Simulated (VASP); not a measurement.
Sb, 2 atoms in the cell. The structure is hexagonal, space group P6_3/mmc (No. 194). Conventional cell: a = 3.335 Å, b = 3.335 Å, c = 5.330 Å, α = 90.00°, β = 90.00°, γ = 120.00°. Within 4.3 Å of Sb (site symmetry -6m2) lie 12 Sb at 3.29 to 3.34 Å.  This cell differs from its parent crystal: equal xx and yy strain of -1 %.

| Property | Result |
| --- | --- |
| Program | VASP 6.6.1 |
| Task | single point |
| Functional | LDA |
| Potentials or basis | VASP PAW LDA potentials, release 64 (Sb) |
| Cutoff | 520 eV |
| k mesh | 12 × 12 × 7 |
| Occupations | fermi-dirac, width 0.03 eV |
| Spin | no spin polarisation |
| Dipole correction | no |
| Further INCAR settings | ALGO = Normal; EDIFF = 1e-06; NBANDS = 12 |

Potentials or basis: VASP PAW LDA potentials, release 64 (Sb).

The run is started by

```sh
$ cat potpaw_LDA.64/Sb/POTCAR > POTCAR
$ mpirun -np 1 vasp_std > vasp.out
```

Hardware: 1 thread of Intel(R) Xeon(R) Platinum 8559C (Emerald Rapids), with other jobs on the host.

Task: How long does it take, and how much memory?

Result: Wall time 19 s on 1 thread of Intel(R) Xeon(R) Platinum 8559C (Emerald Rapids), with other jobs on the host, peak memory 0.17 GiB. Counts: scf iterations 9, k points 76.
